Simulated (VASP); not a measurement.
**Te3W: single point with PBE**

Te3W:

```xyz
4
Lattice="5.3334 0.0000 0.0000 0.0000 5.3334 0.0000 0.0000 0.0000 5.3334" Properties=species:S:1:pos:R:3 pbc="T T T"
Te    0.0000    0.0000    2.6667
Te    0.0000    2.6667    0.0000
Te    2.6667    0.0000    0.0000
W     0.0000    0.0000    0.0000
```

- Program: VASP 6.6.1
- Task: single point
- Functional: PBE
- Potentials or basis: VASP PAW PBE potentials, release 64 (Te, W_sv)
- Cutoff: 520 eV
- k mesh: 8 × 8 × 8
- Occupations: fermi-dirac, width 0.15 eV
- Spin: no spin polarisation
- Dipole correction: no
- Further INCAR settings: ALGO = Normal; EDIFF = 1e-06; NBANDS = 24

```json
{
 "Pressure": "1.1 GPa",
 "Band gap on the k mesh": "zero (bands 16 and 17 overlap by 1.39 eV)"
}
```

Levels at points of the mesh, in eV from the Fermi level:
| k point | band 13 | band 14 | band 15 | band 16 | band 17 | band 18 | band 19 | band 20 |
| --- | --- | --- | --- | --- | --- | --- | --- | --- |
| (0.00, 0.00, 0.00) | -1.56 | -0.95 | -0.95 | -0.95 | -0.09 | -0.09 | -0.09 | 0.34 |
| (0.50, 0.00, 0.00) | -2.19 | -1.54 | -1.43 | -0.39 | -0.39 | 0.37 | 1.01 | 1.09 |
| (0.50, 0.50, 0.00) | -2.93 | -1.78 | -1.78 | 0.68 | 0.70 | 0.76 | 1.12 | 1.12 |
| (0.50, 0.50, 0.50) | -4.45 | 0.73 | 0.73 | 0.73 | 0.83 | 0.83 | 0.83 | 3.16 |

Wall time 54 s on 1 thread of AMD EPYC 9R45 (Zen 5) (shared host), peak memory 0.27 GiB.

Caveat: spin-orbit coupling is left out, which moves the levels of the heavy elements.
